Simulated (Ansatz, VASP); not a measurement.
# Sb: VASP beside Ansatz

INCAR

```
ALGO = Normal ; EDIFF = 1E-8
ENCUT = 520 ; GGA = PE
ISIF = 2 ; ISMEAR = -1
LASPH = True ; LCHARG = False
LEFG = True ; LREAL = False
LWAVE = False ; NBANDS = 12
NELM = 100 ; PREC = Accurate
SIGMA = 0.05
```

The input KPOINTS:

```
k-points
0
Gamma
  12 12 7
```

The input POSCAR:

```
Sb
1.0
    3.4133342133      0.0000000000      0.0000000000
   -1.7066671067      2.9560341404      0.0000000000
    0.0000000000      0.0000000000      5.4001396224
Sb
2
Direct
    0.3333333333      0.6666666667      0.2500000000
    0.6666666667      0.3333333333      0.7500000000
```

Input for Ansatz:

```yaml
crystal:
  lattice:
    - [3.4133342133, 0.0, 0.0]
    - [-1.7066671067, 2.9560341404, 0.0]
    - [0.0, 0.0, 5.4001396224]
  atoms:
    - { symbol: Sb, position: [0.3333333333, 0.6666666667, 0.25] }
    - { symbol: Sb, position: [0.6666666667, 0.3333333333, 0.75] }
kpoints:
  mp_grid: { grid: [12, 12, 7] }
scf:
  occupations: { method: fermi_dirac, width: 0.05 }
hamiltonian:
  xc: pbe
  pseudopotentials: { kind: all_electron, datasets: crystal }
output:
  forces: true
  stress: true
  eigenvalues: true
  efg: { contact_densities: true }
```

Change from the starting cell: volume scaled by 1.04, crystal datasets.

Alike in both runs: task electric field gradients; functional PBE; k mesh 12 × 12 × 7; occupations fermi-dirac, width 0.05 eV; no spin polarisation.

|  | VASP | Ansatz |
| --- | --- | --- |
| version | VASP 6.6.1 | Ansatz 0.2.0 |
| potentials or method | VASP PAW PBE potentials, release 64 (Sb), cutoff 520 eV | all-electron PAW with datasets made for the crystal, scalar-relativistic |

|  | VASP | Ansatz | Ansatz less VASP |
| --- | --- | --- | --- |
| pressure (GPa) | 0.2 | 0.4 | +0.14 |
| traceless stress, the component that is largest in VASP (GPa) | -0.71 | -0.70 | +0.006 |
| size of Vzz on the site where it differs most (V/Å²) | 22.4 | 23.9 | +1.52 |

Ansatz ran all-electron here, and VASP with PAW potentials.

Neither program's run includes spin-orbit coupling.
